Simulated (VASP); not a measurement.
Wanted: the native input for a VASP 6.6.1 run.

| Quantity | Value |
| --- | --- |
| Task | single point |
| Functional | LDA |
| Potentials or basis | VASP PAW LDA potentials, release 64 (H) |
| Cutoff | 520 eV |
| k mesh | 8 × 8 × 4 |
| Occupations | gaussian, width 0.02 eV |
| Spin | no spin polarisation |
| Dipole correction | no |
| Further INCAR settings | ALGO = Normal; EDIFF = 1e-06; NBANDS = 10 |

The structure of H lies in POSCAR:

```
H
1.0
    1.6485318600     -2.7316882300      0.0000000000
    1.6485318600      2.7316882300      0.0000000000
    0.0000000000      0.0000000000      6.3137686200
H
4
Direct
    0.5678085000      0.4321915000      0.9995149500
    0.4321915000      0.5678085000      0.0004850500
    0.4321915000      0.5678085000      0.4995149500
    0.5678085000      0.4321915000      0.5004850500
```

These files were run (other wordings do the same):

INCAR

```
  PREC = Accurate
  ENCUT = 520
  EDIFF = 1E-6
  ISMEAR = 0
  SIGMA = 0.02
  LREAL = False
  LASPH = True
  NELM = 60
  ALGO = Normal
  ISIF = 2
  LWAVE = False
  LCHARG = False
  NBANDS = 10
```

KPOINTS

```
Automatic mesh
0
Gamma
  8 8 4
```

Potentials or basis: VASP PAW LDA potentials, release 64 (H).

Run with:

```console
$ cat potpaw_LDA.64/H/POTCAR > POTCAR
$ mpirun -np 1 vasp_std > vasp.out
```

Results of the run:

| Property | Result |
| --- | --- |
| Pressure | 0.7 GPa |
| Largest force | 0.980 eV/Å |
| Band gap on the k mesh | 7.80 eV |

Run time: 12 s on 1 thread of Intel(R) Xeon(R) 6975P-C (Granite Rapids) (shared host), peak memory 0.14 GiB.
